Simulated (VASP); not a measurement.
# BiTe (Fm-3m) in VASP: a series of runs

BiTe is run at these levels: PBE; tasks: single point.

Everything below comes from runs of VASP 6.6.1. Logs are shortened: lines on timing, memory, paths and dates and some standing lists are left out, and cuts for length are marked.

**1. The cell of the first run**

Symmetry: Fm-3m, No. 225, cubic system. Conventional cell: a = 6.507 Å, b = 6.507 Å, c = 6.507 Å, α = 90.00°, β = 90.00°, γ = 90.00°. Bi (site symmetry m-3m) has 6 Te at 3.25 Å within 4.3 Å. Within 4.3 Å of Te (site symmetry m-3m) lie 6 Bi at 3.25 Å.

**2. Single point, PBE**

File INCAR:

```
PREC     = Accurate       # precision mode
ENCUT    = 520            # plane-wave cutoff, eV
EDIFF    = 1E-7           # SCF threshold, eV
ISMEAR   = -1             # smearing method
SIGMA    = 0.05           # smearing width, eV
LREAL    = F              # projectors in reciprocal space
LASPH    = T              # aspherical terms in the spheres
NELM     = 80             # most SCF steps
ALGO     = Normal         # electronic algorithm
ISIF     = 2              # what is computed and relaxed
LWAVE    = F              # write WAVECAR
LCHARG   = F              # write CHGCAR
GGA      = PE             # functional
NBANDS   = 18             # bands
```

File KPOINTS:

```
regular mesh
0
Gamma
  10 10 10
```

File POSCAR:

```
BiTe
1.0
    0.0000000000      3.2533160000      3.2533160000
    3.2533160000      0.0000000000      3.2533160000
    3.2533160000      3.2533160000      0.0000000000
Bi Te
1 1
Direct
    0.0000000000      0.0000000000      0.0000000000
    0.5000000000      0.5000000000      0.5000000000
```

Potentials or basis: VASP PAW PBE potentials, release 64 (Bi_d, Te).

Started as:

```bash
$ cat potpaw_PBE.64/Bi_d/POTCAR potpaw_PBE.64/Te/POTCAR > POTCAR
$ mpirun -np 1 vasp_std > vasp.out
```

OUTCAR:

```text
PREC = Accurate
   ENCUT = 520
   EDIFF = 1E-7
   ISMEAR = -1
   LREAL = F
   LASPH = T
   NELM = 80
   ISIF = 2
   GGA = PE

 ion  position               nearest neighbor table
   1  0.000  0.000  0.000-   2 3.25   2 3.25   2 3.25   2 3.25   2 3.25   2 3.25
   2  0.500  0.500  0.500-   1 3.25   1 3.25   1 3.25   1 3.25   1 3.25   1 3.25

  LATTYP: Found a face centered cubic cell.
 ALAT       =     6.5066320000

  Lattice vectors:

 A1 = (   0.0000000000,   3.2533160000,   3.2533160000)
 A2 = (   3.2533160000,   0.0000000000,   3.2533160000)
 A3 = (   3.2533160000,   3.2533160000,   0.0000000000)

Analysis of symmetry for initial positions (statically):
=====================================================================
 Subroutine PRICEL returns:
 Original cell was already a primitive cell.

 Routine SETGRP: Setting up the symmetry group for a
 face centered cubic supercell.

 Subroutine GETGRP returns: Found 48 space group operations
 (whereof 48 operations were pure point group operations)
 out of a pool of 48 trial point group operations.

The static configuration has the point symmetry O_h .

Analysis of symmetry for dynamics (positions and initial velocities):
=====================================================================
 Subroutine PRICEL returns:
 Original cell was already a primitive cell.

 Routine SETGRP: Setting up the symmetry group for a
 face centered cubic supercell.

 Subroutine GETGRP returns: Found 48 space group operations
 (whereof 48 operations were pure point group operations)
 out of a pool of 48 trial point group operations.

The dynamic configuration has the point symmetry O_h .

 Subroutine INISYM returns: Found 48 space group operations
 (whereof 48 operations are pure point group operations),
 and found     1 'primitive' translations

----------------------------------------------------------------------------------------

                                     Primitive cell

  volume of cell :      68.8666

  direct lattice vectors                    reciprocal lattice vectors
     0.000000000  3.253316000  3.253316000    -0.153689343  0.153689343  0.153689343
     3.253316000  0.000000000  3.253316000     0.153689343 -0.153689343  0.153689343
     3.253316000  3.253316000  0.000000000     0.153689343  0.153689343 -0.153689343

  length of vectors
[... 72 lines left out ...]
 SYSTEM =  unknown system
   PREC   = accura    normal or accurate (medium, high low for compatibility)
   ISTART =      0    job   : 0-new  1-cont  2-samecut
   ICHARG =      2    charge: 1-file 2-atom 10-const
   ISPIN  =      1    spin polarized calculation?
   LNONCOLLINEAR =      F non collinear calculations
   LSORBIT =      F    spin-orbit coupling
   LASPH  =      T    aspherical Exc in radial PAW
   ENCUT  =  520.0 eV  38.22 Ry    6.18 a.u.   8.55  8.55  8.55*2*pi/ulx,y,z
   NELM   =     80;   NELMIN=  2; NELMDL= -5     # of ELM steps
   EDIFF  = 0.1E-06   stopping-criterion for ELM
   LREAL  =      F    real-space projection
   EDIFFG = 0.1E-05   stopping-criterion for IOM
   NSW    =      0    number of steps for IOM
   IBRION =     -1    ionic relax: 0-MD 1-quasi-New 2-CG
   NFREE  =      0    steps in history (QN), initial steepest desc. (CG)
   ISIF   =      2    stress and relaxation
   ISYM   =      2    0-nonsym 1-usesym 2-fastsym
   POTIM  = 0.5000    time-step for ionic-motion
   TEBEG  =    0.0;   TEEND  =   0.0 temperature during run
   PSTRESS=    0.0 pullay stress
   NELECT =      21.0000    total number of electrons
   NUPDOWN=      -1.0000    fix difference up-down
   EMIN   =  10.00;   EMAX   =-10.00  energy-range for DOS
   EFERMI =   0.00;   METHOD = LEGACY
   ISMEAR =    -1;   SIGMA  =   0.05  broadening in eV -4-tet -1-fermi 0-gaus
   EFERMI_NEDOS =   21; number of points for ismear=-14 and -15
   IALGO  =     38    algorithm
   IMIX   =      4    mixing-type and parameters
     AMIX     =   0.40;   BMIX     =  1.00
     AMIX_MAG =   1.60;   BMIX_MAG =  1.00
  volume/ion in A,a.u.               =      34.43       232.37
  Fermi-wavevector in a.u.,A,eV,Ry     =   1.101907  2.082303 16.520186  1.214199
  Thomas-Fermi vector in A             =   2.238342
   LORBIT       =      0    0 simple, 1 ext, 2 COOP (PROOUT), +10 PAW based schemes
   GGA     = PE    functional components
   LHFCALC =     F    Hartree Fock is set to
   AEXX    =    0.0000 exact exchange contribution
   IVDW    =     0    specifies the selected vdW correction
   LEPSILON=     F    determine dielectric tensor
   LRPA    =     F    only Hartree local field effects (RPA)
 non-spin polarized calculation
  energy-cutoff  :      520.00
  volume of cell :       68.87
 maximum number of plane-waves:      1875
 NGX is ok and might be reduce to    36
   NGX = 17   NGY = 17   NGZ = 17

 number of electron      20.9999996 magnetization

 Free energy of the ion-electron system (eV)
  ---------------------------------------------------
  ext. energy  EPLUGINS =         0.00000000
  ---------------------------------------------------
  free energy    TOTEN  =        -7.18024981 eV

  energy without entropy =       -7.16790173  energy(sigma->0) =       -7.17407577

 E-fermi :   6.4469     XC(G=0):  -9.3588

 val. band max:        6.4372835625   @ k =   0.2000   0.2000   0.0000
 cond. band min:       6.4482466836   @ k =  -0.2000   0.1000   0.0000
 fundamental gap:      0.0109631210
 Fermi energy:         6.4469282847

 k-point     1 :       0.0000    0.0000    0.0000
  band No.  band energies     occupation
      1     -16.7010      2.00000
      2     -16.7010      2.00000
      3     -16.6990      2.00000
      4     -16.6990      2.00000
      5     -16.6990      2.00000
      6      -6.9604      2.00000
[... 481 lines left out ...]
      5     -16.6914      2.00000
      6      -5.6840      2.00000
[... 10 lines left out ...]
     17      15.3638      0.00000
     18      15.4438      0.00000

 [... further k-points ...]
[... 5 lines left out ...]
  --------------------------------------------------------------------------------------
  -------------------------------------------------------------------------------------
  Total       -0.0389750     -0.0389750     -0.0389750      0.0000000      0.0000000      0.0000000
  in kB       -0.9067520     -0.9067520     -0.9067520      0.0000000      0.0000000      0.0000000
  external PRESSURE =      -0.9067520 kB  Pullay stress =       0.0000000 kB

 VOLUME and BASIS-vectors are now :
 -----------------------------------------------------------------------------
  energy-cutoff  :      520.00
  volume of cell :       68.87
      direct lattice vectors                 reciprocal lattice vectors
     0.000000000  3.253316000  3.253316000    -0.153689343  0.153689343  0.153689343
     3.253316000  0.000000000  3.253316000     0.153689343 -0.153689343  0.153689343
     3.253316000  3.253316000  0.000000000     0.153689343  0.153689343 -0.153689343

 POSITION                                       TOTAL-FORCE (eV/Angst)
 -----------------------------------------------------------------------------------
      0.00000      0.00000      0.00000         0.000000      0.000000      0.000000
      3.25332      3.25332      3.25332        -0.000000      0.000000     -0.000000
 -----------------------------------------------------------------------------------
    total drift:                               -0.000000      0.000000      0.000000

  FREE ENERGIE OF THE ION-ELECTRON SYSTEM (eV)
  ---------------------------------------------------
  free  energy   TOTEN  =        -7.1802498130 eV

  energy  without entropy=       -7.1679017289  energy(sigma->0) =       -7.17407577
```

OSZICAR:

```text
N       E                     dE             d eps       ncg     rms          rms(c)
DAV:   1     0.161258362294E+03    0.16126E+03   -0.97823E+03  1692   0.112E+03
DAV:   2     0.518252370551E+01   -0.15608E+03   -0.15238E+03  1804   0.308E+02
DAV:   3    -0.684887580310E+01   -0.12031E+02   -0.11853E+02  2064   0.900E+01
DAV:   4    -0.719138859787E+01   -0.34251E+00   -0.34161E+00  2044   0.163E+01
DAV:   5    -0.720664399632E+01   -0.15255E-01   -0.15255E-01  2334   0.328E+00    0.622E+00
DAV:   6    -0.717587448625E+01    0.30770E-01   -0.10696E-01  2338   0.197E+00    0.384E+00
DAV:   7    -0.718018447375E+01   -0.43100E-02   -0.27332E-02  1882   0.834E-01    0.649E-01
DAV:   8    -0.718011598360E+01    0.68490E-04   -0.40600E-03  2122   0.425E-01    0.114E-01
DAV:   9    -0.718024821783E+01   -0.13223E-03   -0.39789E-04  1914   0.120E-01    0.435E-02
DAV:  10    -0.718024944053E+01   -0.12227E-05   -0.15215E-05  2300   0.234E-02    0.280E-02
DAV:  11    -0.718025018145E+01   -0.74093E-06   -0.10960E-05  1854   0.206E-02    0.372E-03
DAV:  12    -0.718024981160E+01    0.36985E-06   -0.16504E-06  2086   0.974E-03    0.129E-03
DAV:  13    -0.718024981305E+01   -0.14443E-08   -0.18561E-07  1712   0.296E-03
   1 F= -.71802498E+01 E0= -.71740758E+01  d E =-.123481E-01
```

Run time: 37 s. Hardware: 1 thread of Intel Xeon 6975P-C, shared host; peak memory 0.23 GiB.

Results:

```
Free energy : -7.1802 eV
Pressure    : -0.1 GPa
```

Levels at points of the mesh, in eV from the Fermi level:
| k point | band 7 | band 8 | band 9 | band 10 | band 11 | band 12 | band 13 | band 14 |
| --- | --- | --- | --- | --- | --- | --- | --- | --- |
| (0.00, 0.00, 0.00) | -8.19 | -2.50 | -2.50 | -2.50 | 2.12 | 2.12 | 2.12 | 4.70 |
| (0.50, 0.00, 0.00) | -11.19 | -1.88 | -1.88 | -1.60 | -0.81 | -0.60 | -0.60 | 7.29 |
| (0.50, 0.50, 0.00) | -9.95 | -5.54 | -3.93 | -3.93 | 2.31 | 3.51 | 3.51 | 4.83 |

Caveat: spin-orbit coupling is left out, which moves the levels of the heavy elements.

**3. Single point, PBE, non-collinear spin, zero start, spin-orbit coupling**

File INCAR:

```
PREC = Accurate
ENCUT = 520
EDIFF = 1E-7
ISMEAR = -1
SIGMA = 0.05
LREAL = F
LASPH = T
NELM = 150
ALGO = Normal
ISIF = 2
LWAVE = F
LCHARG = F
MAGMOM = 0 0 0 0 0 0
LORBIT = 11
LSORBIT = T
GGA_COMPAT = F
LORBMOM = T
GGA = PE
NBANDS = 33
```

File KPOINTS:

```
Automatic mesh
0
Gamma
  10 10 10
```

POSCAR is that of step 2.

Potentials or basis: VASP PAW PBE potentials, release 64 (Bi_d, Te).

Started as:

```bash
$ cat potpaw_PBE.64/Bi_d/POTCAR potpaw_PBE.64/Te/POTCAR > POTCAR
$ mpirun -np 1 vasp_ncl > vasp.out
```

Wall time 4.3 min (1 thread of Intel Xeon 6975P-C, shared host); peak memory 0.48 GiB.

Results (log left out):

```yaml
Free_energy: -8.1900 eV
Pressure: 1.1 GPa
Net_moment: 0.00 μB per cell
Valence_electrons_inside_the_program's_atomic_spheres: Bi 12.69; Te 3.33
```

Moments on the atoms (μB; x, y, z):
```
Bi  0.00 0.00 0.00
Te  0.00 0.00 0.00
```
